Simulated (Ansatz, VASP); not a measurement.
## CdTe: VASP beside Ansatz

```xyz
2
Lattice="0.0000 3.2050 3.2050 3.2050 0.0000 3.2050 3.2050 3.2050 0.0000" Properties=species:S:1:pos:R:3 pbc="T T T"
Te    4.8075    4.8075    4.8075
Cd    0.0000    0.0000    0.0000
```

Alike in both runs: task single point; functional PBE; k mesh 5 × 5 × 5; occupations fermi-dirac, width 0.03 eV; no spin polarisation.

```csv
,VASP,Ansatz
version,VASP 6.6.1,Ansatz 0.2.0
potentials or method,"VASP PAW PBE potentials, release 64 (Te, Cd), cutoff 520 eV","all-electron LAPW, scalar-relativistic"
```

Ansatz gave:

* gap on the k mesh at the Fermi level (eV): 0.87
* least direct gap on the mesh (eV): 0.87
* pressure (GPa): 4.3

What did VASP give for the same quantities?

gap on the k mesh at the Fermi level (eV): 0.87; least direct gap on the mesh (eV): 0.87; pressure (GPa): 4.5.

Ansatz ran all-electron here, and VASP with PAW potentials.

Spin-orbit coupling is off throughout.
